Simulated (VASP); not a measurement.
A run of VASP 6.6.1 is set up as follows.

The input INCAR:

```
SYSTEM = Sn2Ir
PREC = Accurate
ENCUT = 520
EDIFF = 1E-8
ISMEAR = -1
SIGMA = 0.03
LREAL = .False.
LASPH = .True.
NELM = 80
ALGO = Normal
ISIF = 2
LWAVE = .False.
LCHARG = .False.
LEFG = .True.
NBANDS = 26
```

The input KPOINTS:

```
regular mesh
0
Gamma
  10 10 10
  0 0 0
```

POSCAR

```
Sn2Ir
1.0
    0.0000000000      3.1584012586      3.1584012586
    3.1584012586      0.0000000000      3.1584012586
    3.1584012586      3.1584012586      0.0000000000
Sn Ir
2 1
Direct
    0.2500000000      0.2500000000      0.2500000000
    0.7500000000      0.7500000000      0.7500000000
    0.0000000000      0.0000000000      0.0000000000
```

Potentials or basis: VASP PAW LDA potentials, release 64 (Sn_d, Ir).

Launch:

```sh
$ cat potpaw_LDA.64/Sn_d/POTCAR potpaw_LDA.64/Ir/POTCAR > POTCAR
$ mpirun -np 1 vasp_std > vasp.out
```

(1) Predict the pressure.

(2) Estimate the band gap on the k mesh.

Answers

(1) -0.5 GPa.

(2) zero (an odd number of electrons rules out a gap without spin polarisation).

Caveat: spin-orbit coupling is left out, which moves the levels of the heavy elements.
